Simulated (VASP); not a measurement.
# Ti (P6_3/mmc) in VASP: notebook

Ti is run at these levels: LDA; tasks: single point.

Everything below comes from runs of VASP 6.6.1. Logs are shortened: lines on timing, memory, paths and dates and some standing lists are left out, and cuts for length are marked.

## (1) The cell of the first run

Symmetry: P6_3/mmc, No. 194, hexagonal system. Conventional cell: a = 2.998 Å, b = 2.998 Å, c = 4.757 Å, α = 90.00°, β = 90.00°, γ = 120.00°. Ti (site symmetry -6m2) has 12 Ti at 2.94 to 3.00 Å within 3.9 Å.

## (2) Single point, LDA

File INCAR:

```
SYSTEM = Ti
  PREC = Accurate
  ENCUT = 520
  EDIFF = 1E-7
  ISMEAR = 1
  SIGMA = 0.1
  LREAL = .FALSE.
  LASPH = .TRUE.
  NELM = 80
  ALGO = Normal
  ISIF = 2
  LWAVE = .FALSE.
  LCHARG = .FALSE.
  NBANDS = 19
```

File KPOINTS:

```
regular mesh
0
G
  11 11 6
  0 0 0
```

File POSCAR:

```
Ti
1.0
    2.9983692526      0.0000000000      0.0000000000
   -1.4991846263      2.5966640025      0.0000000000
    0.0000000000      0.0000000000      4.7567349499
Ti
2
Direct
    0.3333333333      0.6666666667      0.2500000000
    0.6666666667      0.3333333333      0.7500000000
```

Potentials or basis: VASP PAW LDA potentials, release 64 (Ti_sv).

Run with:

```bash
> cat potpaw_LDA.64/Ti_sv/POTCAR > POTCAR
> mpirun -np 1 vasp_std > vasp.out
```

OUTCAR:

```text
SYSTEM = Ti
   PREC = Accurate
   ENCUT = 520
   EDIFF = 1E-7
   ISMEAR = 1
   LREAL = .FALSE.
   LASPH = .TRUE.
   NELM = 80
   ISIF = 2

 ion  position               nearest neighbor table
   1  0.333  0.667  0.250-
   2  0.667  0.333  0.750-

  LATTYP: Found a hexagonal cell.
 ALAT       =     2.9983692526
 C/A-ratio  =     1.5864406780

  Lattice vectors:

 A1 = (   2.9983692526,   0.0000000000,   0.0000000000)
 A2 = (  -1.4991846263,   2.5966640025,   0.0000000000)
 A3 = (   0.0000000000,   0.0000000000,   4.7567349499)

Analysis of symmetry for initial positions (statically):
=====================================================================
 Subroutine PRICEL returns:
 Original cell was already a primitive cell.

 Routine SETGRP: Setting up the symmetry group for a
 hexagonal supercell.

 Subroutine GETGRP returns: Found 24 space group operations
 (whereof 12 operations were pure point group operations)
 out of a pool of 24 trial point group operations.

The static configuration has the point symmetry D_3d.
 The point group associated with its full space group is D_6h.

Analysis of symmetry for dynamics (positions and initial velocities):
=====================================================================
 Subroutine PRICEL returns:
 Original cell was already a primitive cell.

 Routine SETGRP: Setting up the symmetry group for a
 hexagonal supercell.

 Subroutine GETGRP returns: Found 24 space group operations
 (whereof 12 operations were pure point group operations)
 out of a pool of 24 trial point group operations.

The dynamic configuration has the point symmetry D_3d.
 The point group associated with its full space group is D_6h.

 Subroutine INISYM returns: Found 24 space group operations
 (whereof 12 operations are pure point group operations),
 and found     1 'primitive' translations

----------------------------------------------------------------------------------------

                                     Primitive cell

  volume of cell :      37.0348

  direct lattice vectors                    reciprocal lattice vectors
     2.998369253  0.000000000  0.000000000     0.333514626  0.192554755  0.000000000
    -1.499184626  2.596664002  0.000000000     0.000000000  0.385109509  0.000000000
     0.000000000  0.000000000  4.756734950     0.000000000  0.000000000  0.210228236

  length of vectors
     2.998369253  2.998369304  4.756734950     0.385109516  0.385109509  0.210228236

  position of ions in fractional coordinates (direct lattice)
     0.333333333  0.666666667  0.250000000
     0.666666667  0.333333333  0.750000000

  ion indices of the primitive-cell ions
   primitive index   ion index
                 1           1
                 2           2

----------------------------------------------------------------------------------------

 KPOINTS: regular mesh

Automatic generation of k-mesh.
 Grid dimensions read from file:
 generate k-points for:   11   11    6

 Generating k-lattice:

  Cartesian coordinates                     Fractional coordinates (reciprocal lattice)
     0.030319511  0.017504978  0.000000000     0.090909091  0.000000000  0.000000000
     0.000000000  0.035009955  0.000000000     0.000000000  0.090909091  0.000000000
     0.000000000  0.000000000  0.035038039     0.000000000  0.000000000  0.166666667

  Length of vectors
     0.035009956  0.035009955  0.035038039

  Shift w.r.t. Gamma in fractional coordinates (k-lattice)
     0.000000000  0.000000000  0.000000000

 Subroutine IBZKPT returns following result:
 ===========================================

 Found     64 irreducible k-points:

 Following reciprocal coordinates:
            Coordinates               Weight
  0.000000  0.000000  0.000000      1.000000
  0.090909  0.000000  0.000000      6.000000
  0.181818  0.000000  0.000000      6.000000
  0.272727  0.000000  0.000000      6.000000
  0.363636  0.000000  0.000000      6.000000
  0.454545  0.000000  0.000000      6.000000
[... 16 lines left out ...]
  0.090909  0.090909  0.166667     12.000000
  0.181818  0.090909  0.166667     24.000000
 [... further k-points ...]
   k-points           NKPTS =     64   k-points in BZ     NKDIM =     64   number of bands    NBANDS=     19
   number of dos      NEDOS =    301   number of ions     NIONS =      2
   total plane-waves  NPLWV =  20736
   dimension x,y,z NGX =    24 NGY =   24 NGZ =   36
   dimension x,y,z NGXF=    48 NGYF=   48 NGZF=   72
   ions per type =               2
   NGX,Y,Z   is equivalent  to a cutoff of  13.31, 13.31, 12.58 a.u.
   NGXF,Y,Z  is equivalent  to a cutoff of  26.61, 26.61, 25.16 a.u.
 SYSTEM =  Ti
   PREC   = accura    normal or accurate (medium, high low for compatibility)
   ISTART =      0    job   : 0-new  1-cont  2-samecut
   ICHARG =      2    charge: 1-file 2-atom 10-const
   ISPIN  =      1    spin polarized calculation?
   LNONCOLLINEAR =      F non collinear calculations
   LSORBIT =      F    spin-orbit coupling
   LASPH  =      T    aspherical Exc in radial PAW
   ENCUT  =  520.0 eV  38.22 Ry    6.18 a.u.   5.57  5.57  8.84*2*pi/ulx,y,z
   NELM   =     80;   NELMIN=  2; NELMDL= -5     # of ELM steps
   EDIFF  = 0.1E-06   stopping-criterion for ELM
   LREAL  =      F    real-space projection
   EDIFFG = 0.1E-05   stopping-criterion for IOM
   NSW    =      0    number of steps for IOM
   IBRION =     -1    ionic relax: 0-MD 1-quasi-New 2-CG
   NFREE  =      0    steps in history (QN), initial steepest desc. (CG)
   ISIF   =      2    stress and relaxation
   ISYM   =      2    0-nonsym 1-usesym 2-fastsym
   POTIM  = 0.5000    time-step for ionic-motion
   TEBEG  =    0.0;   TEEND  =   0.0 temperature during run
   PSTRESS=    0.0 pullay stress
   NELECT =      24.0000    total number of electrons
   NUPDOWN=      -1.0000    fix difference up-down
   EMIN   =  10.00;   EMAX   =-10.00  energy-range for DOS
   EFERMI =   0.00;   METHOD = LEGACY
   ISMEAR =     1;   SIGMA  =   0.10  broadening in eV -4-tet -1-fermi 0-gaus
   EFERMI_NEDOS =   21; number of points for ismear=-14 and -15
   IALGO  =     38    algorithm
   IMIX   =      4    mixing-type and parameters
     AMIX     =   0.40;   BMIX     =  1.00
     AMIX_MAG =   1.60;   BMIX_MAG =  1.00
  volume/ion in A,a.u.               =      18.52       124.96
  Fermi-wavevector in a.u.,A,eV,Ry     =   1.416692  2.677159 27.307096  2.007015
  Thomas-Fermi vector in A             =   2.538000
   LORBIT       =      0    0 simple, 1 ext, 2 COOP (PROOUT), +10 PAW based schemes
   GGA     = CA    functional components
   LHFCALC =     F    Hartree Fock is set to
   AEXX    =    0.0000 exact exchange contribution
   IVDW    =     0    specifies the selected vdW correction
   LEPSILON=     F    determine dielectric tensor
   LRPA    =     F    only Hartree local field effects (RPA)
 non-spin polarized calculation
 Methfessel and Paxton  Order N= 1 SIGMA  =   0.10
  energy-cutoff  :      520.00
  volume of cell :       37.03
 maximum number of plane-waves:      1020
 NGX is ok and might be reduce to    24
   NGX = 11   NGY = 11   NGZ = 17

 number of electron      23.9999997 magnetization

 Free energy of the ion-electron system (eV)
  ---------------------------------------------------
  ext. energy  EPLUGINS =         0.00000000
  ---------------------------------------------------
  free energy    TOTEN  =       -16.86378168 eV

  energy without entropy =      -16.86323631  energy(sigma->0) =      -16.86359989

 E-fermi :   7.4404     XC(G=0): -11.4805

 val. band max:        7.4231484849   @ k =   0.0000   0.0000   0.3333
 cond. band min:       7.4451555187   @ k =   0.0909   0.0000   0.1667
 fundamental gap:      0.0220070339
 Fermi energy:         7.4403709593

 k-point     1 :       0.0000    0.0000    0.0000
  band No.  band energies     occupation
      1     -48.8385      2.00000
      2     -48.7276      2.00000
      3     -25.7534      2.00000
      4     -25.2055      2.00000
      5     -25.2055      2.00000
      6     -25.1609      2.00000
[... 11 lines left out ...]
     18       8.8997     -0.00000
     19      10.3073      0.00000

 k-point     2 :       0.0909    0.0000    0.0000
  band No.  band energies     occupation
      1     -48.8319      2.00000
      2     -48.7250      2.00000
      3     -25.7383      2.00000
      4     -25.2364      2.00000
      5     -25.2158      2.00000
      6     -25.1674      2.00000
[... 11 lines left out ...]
     18       8.7859     -0.00000
     19      10.3663      0.00000

 k-point     3 :       0.1818    0.0000    0.0000
  band No.  band energies     occupation
      1     -48.8138      2.00000
      2     -48.7184      2.00000
      3     -25.6956      2.00000
      4     -25.3197      2.00000
      5     -25.2425      2.00000
      6     -25.2367      2.00000
[... 11 lines left out ...]
     18       9.0972     -0.00000
     19      10.4837      0.00000

 k-point     4 :       0.2727    0.0000    0.0000
  band No.  band energies     occupation
      1     -48.7887      2.00000
      2     -48.7111      2.00000
      3     -25.6328      2.00000
      4     -25.4299      2.00000
      5     -25.3431      2.00000
      6     -25.2761      2.00000
[... 11 lines left out ...]
     18       9.6363      0.00000
     19      10.5855      0.00000

 k-point     5 :       0.3636    0.0000    0.0000
  band No.  band energies     occupation
      1     -48.7632      2.00000
      2     -48.7066      2.00000
      3     -25.5625      2.00000
      4     -25.5321      2.00000
      5     -25.4375      2.00000
      6     -25.3058      2.00000
[... 11 lines left out ...]
     18      10.2088      0.00000
     19      10.6490      0.00000
[... 334 lines left out ...]
      2     -48.7104      2.00000
      3     -25.6089      2.00000
      4     -25.4896      2.00000
      5     -25.4434      2.00000
      6     -25.2968      2.00000
[... 11 lines left out ...]
     18      10.1091      0.00000
     19      10.5856      0.00000

 k-point    22 :       0.4545    0.0000    0.1667
  band No.  band energies     occupation
      1     -48.7429      2.00000
      2     -48.7091      2.00000
      3     -25.6338      2.00000
      4     -25.5325      2.00000
      5     -25.4437      2.00000
      6     -25.3137      2.00000
[... 11 lines left out ...]
     18      10.6742      0.00000
     19      10.9320      0.00000

 k-point    23 :       0.0909    0.0909    0.1667
  band No.  band energies     occupation
      1     -48.8129      2.00000
      2     -48.7271      2.00000
      3     -25.6792      2.00000
      4     -25.2771      2.00000
      5     -25.2660      2.00000
      6     -25.2267      2.00000
[... 11 lines left out ...]
     18       9.1523     -0.00000
     19      10.4071      0.00000

 k-point    24 :       0.1818    0.0909    0.1667
  band No.  band energies     occupation
      1     -48.7923      2.00000
      2     -48.7192      2.00000
      3     -25.6395      2.00000
      4     -25.3661      2.00000
      5     -25.3422      2.00000
      6     -25.2604      2.00000
[... 11 lines left out ...]
     18       9.5333      0.00000
     19      10.4700      0.00000

 [... further k-points ...]

------------------------ aborting loop because EDIFF is reached ----------------------------------------

  FORCE on cell =-STRESS in cart. coord.  units (eV):
  Direction    XX          YY          ZZ          XY          YZ          ZX
  --------------------------------------------------------------------------------------
  -------------------------------------------------------------------------------------
  Total       -3.1676960     -3.1676962     -3.2536181     -0.0000000     -0.0000000      0.0000000
  in kB     -137.0390245   -137.0390308   -140.7561336     -0.0000000     -0.0000000      0.0000000
  external PRESSURE =    -138.2780630 kB  Pullay stress =       0.0000000 kB

 VOLUME and BASIS-vectors are now :
 -----------------------------------------------------------------------------
  energy-cutoff  :      520.00
  volume of cell :       37.03
      direct lattice vectors                 reciprocal lattice vectors
     2.998369253  0.000000000  0.000000000     0.333514626  0.192554755  0.000000000
    -1.499184626  2.596664002  0.000000000     0.000000000  0.385109509  0.000000000
     0.000000000  0.000000000  4.756734950     0.000000000  0.000000000  0.210228236

 POSITION                                       TOTAL-FORCE (eV/Angst)
 -----------------------------------------------------------------------------------
     -0.00000      1.73111      1.18918         0.000000     -0.000000      0.000000
      1.49918      0.86555      3.56755        -0.000000      0.000000      0.000000
 -----------------------------------------------------------------------------------
    total drift:                               -0.000000      0.000000     -0.000000

  FREE ENERGIE OF THE ION-ELECTRON SYSTEM (eV)
  ---------------------------------------------------
  free  energy   TOTEN  =       -16.8637816844 eV

  energy  without entropy=      -16.8632363072  energy(sigma->0) =      -16.86359989
```

It took 14 s on 1 thread of Intel Xeon 6975P-C (Granite Rapids), shared host; peak memory 0.15 GiB.

Results:

```yaml
Free_energy: -16.8638 eV
Pressure: -13.8 GPa
Band_gap_on_the_k_mesh: zero (band 12 reaches 8.14 eV, above the bottom of band 13 at 7.21 eV)
```

## (3) Single point, LDA

This run uses another cell than the first one, of 18.96 Å³/atom, 1.024 times its volume.

File INCAR:

```
SYSTEM = Ti
  PREC = Accurate
  ENCUT = 520
  EDIFF = 1E-6
  ISMEAR = 1
  SIGMA = 0.1
  LREAL = .FALSE.
  LASPH = .TRUE.
  NELM = 100
  ALGO = Normal
  ISIF = 2
  LWAVE = .FALSE.
  LCHARG = .FALSE.
  GGA = CA
  NBANDS = 19
```

KPOINTS is that of step 2.

File POSCAR:

```
Ti
1.0
    3.0219794314      0.0000000000      0.0000000000
   -1.5109897157      2.6171110176      0.0000000000
    0.0000000000      0.0000000000      4.7941910980
Ti
2
Direct
    0.3333333333      0.6666666667      0.2500000000
    0.6666666667      0.3333333333      0.7500000000
```

Potentials or basis: VASP PAW LDA potentials, release 64 (Ti_sv).

Run with:

```bash
> cat potpaw_LDA.64/Ti_sv/POTCAR > POTCAR
> mpirun -np 1 vasp_std > vasp.out
```

Run time: 14 s. Hardware: 1 thread of Intel Xeon 6975P-C (Granite Rapids), shared host; peak memory 0.15 GiB.

The run converged. Its results:

* Free energy: -16.7834 eV
* Pressure: -15.4 GPa
* Band gap on the k mesh: zero (band 12 reaches 7.89 eV, above the bottom of band 13 at 6.96 eV)

Stress tensor (GPa, compression positive):
```
-15.32   0.00   0.00
  0.00 -15.32   0.00
  0.00   0.00 -15.67
```

Levels at points of the mesh, in eV from the Fermi level:
| k point | band 9 | band 10 | band 11 | band 12 | band 13 | band 14 | band 15 | band 16 |
| --- | --- | --- | --- | --- | --- | --- | --- | --- |
| (0.00, 0.00, 0.00) | -5.92 | -2.48 | 0.65 | 0.68 | 0.68 | 0.77 | 1.12 | 1.12 |
| (0.00, 0.00, 0.50) | -4.18 | -4.18 | 0.07 | 0.07 | 0.60 | 0.60 | 0.60 | 0.60 |

## (4) Single point, LDA

This run uses another cell than the first one, of 19.40 Å³/atom, 1.048 times its volume.

File INCAR:

```
SYSTEM = Ti
ALGO     = Normal         ! electronic algorithm
EDIFF    = 1E-6           ! SCF threshold, eV
ENCUT    = 520            ! plane-wave cutoff, eV
ISIF     = 2              ! what is computed and relaxed
ISMEAR   = 1              ! smearing method
LASPH    = .TRUE.         ! aspherical terms in the spheres
LCHARG   = .FALSE.        ! write CHGCAR
LREAL    = .FALSE.        ! projectors in reciprocal space
LWAVE    = .FALSE.        ! write WAVECAR
NBANDS   = 19             ! bands
NELM     = 80             ! most SCF steps
PREC     = Accurate       ! precision mode
SIGMA    = 0.1            ! smearing width, eV
```

File KPOINTS:

```
k-points
0
G
  11 11 6
  0 0 0
```

File POSCAR:

```
Ti
1.0
    3.0452263406      0.0000000000      0.0000000000
   -1.5226131703      2.6372434320      0.0000000000
    0.0000000000      0.0000000000      4.8310709403
Ti
2
Direct
    0.3333333333      0.6666666667      0.2500000000
    0.6666666667      0.3333333333      0.7500000000
```

Run with:

```bash
> cat potpaw_LDA.64/Ti_sv/POTCAR > POTCAR
> mpirun -np 1 vasp_std > vasp.out
```

Run time: 13 s. Hardware: 1 thread of Intel Xeon 6975P-C (Granite Rapids), shared host; peak memory 0.16 GiB.

It converged, with:

* Free energy: -16.6947 eV
* Pressure: -16.9 GPa
* Band gap on the k mesh: zero (band 12 reaches 7.65 eV, above the bottom of band 13 at 6.73 eV)

Stress tensor (GPa, compression positive):
```
-16.73   0.00   0.00
  0.00 -16.73   0.00
  0.00   0.00 -17.09
```

Levels at points of the mesh, in eV from the Fermi level:
| k point | band 10 | band 11 | band 12 | band 13 | band 14 | band 15 |
| --- | --- | --- | --- | --- | --- | --- |
| (0.00, 0.00, 0.00) | -2.43 | 0.61 | 0.67 | 0.67 | 0.76 | 1.09 |
| (0.00, 0.00, 0.50) | -4.15 | 0.07 | 0.07 | 0.59 | 0.59 | 0.59 |

## (5) Overview

```csv
cell,gap on the mesh (eV),pressure (GPa)
"a = 2.998, b = 2.998, c = 4.757 Å, angles 90.0, 90.0, 120.0°, 2 atoms",none,-13.8
"a = 3.022, b = 3.022, c = 4.794 Å, angles 90.0, 90.0, 120.0°, 2 atoms",none,-15.4
"a = 3.045, b = 3.045, c = 4.831 Å, angles 90.0, 90.0, 120.0°, 2 atoms",none,-16.9
```

Alike in all rows: task single point; level LDA; potentials or basis VASP PAW LDA potentials, release 64 (Ti_sv); no spin polarisation; k mesh 11 × 11 × 6; cutoff (eV) 520; smearing methfessel-paxton 0.1 eV.

Total energies depend on the potentials used, so only differences within one code and one set of settings carry meaning.
